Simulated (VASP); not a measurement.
Input of a VASP 6.6.1 run:

Contents of INCAR:

```
SYSTEM = Sn
  AGGAC = 1.0
  AGGAX = 1.0
  ALDAC = 0.0
  ALDAX = 1.0
  ALGO = Normal
  EDIFF = 1E-6
  ENCUT = 500
  GGA = B5
  GGA_COMPAT = .FALSE.
  ISIF = 2
  ISMEAR = -1
  LASPH = .TRUE.
  LCHARG = .FALSE.
  LREAL = .FALSE.
  LWAVE = .FALSE.
  NBANDS = 13
  NELM = 120
  PREC = Accurate
  SIGMA = 0.1
```

Contents of KPOINTS:

```
k-points
0
G
  12 12 12
  0 0 0
```

The input POSCAR:

```
Sn
1.0
    3.2816330000      0.0000000000      0.0000000000
   -1.0938776324      3.0939532757      0.0000000000
   -1.0938776324     -1.5469765652      2.6794421768
Sn
1
Direct
    0.0000000000      0.0000000000      0.0000000000
```

Potentials or basis: VASP PAW PBE potentials, release 64 (Sn_d).

Command:

```sh
$ cat potpaw_PBE.64/Sn_d/POTCAR > POTCAR
$ mpirun -np 1 vasp_std > vasp.out
```

Question: Estimate the pressure.

Answer: 5.3 GPa.

Question: What does it give for the band gap on the k mesh?

Answer: Zero (bands 7 and 8 overlap by 10.06 eV).

Caveat: the cell stands under pressure; the PAW data sets were made with another functional, which shifts forces and pressure a little; spin-orbit coupling is left out, which moves the levels of the heavy elements.
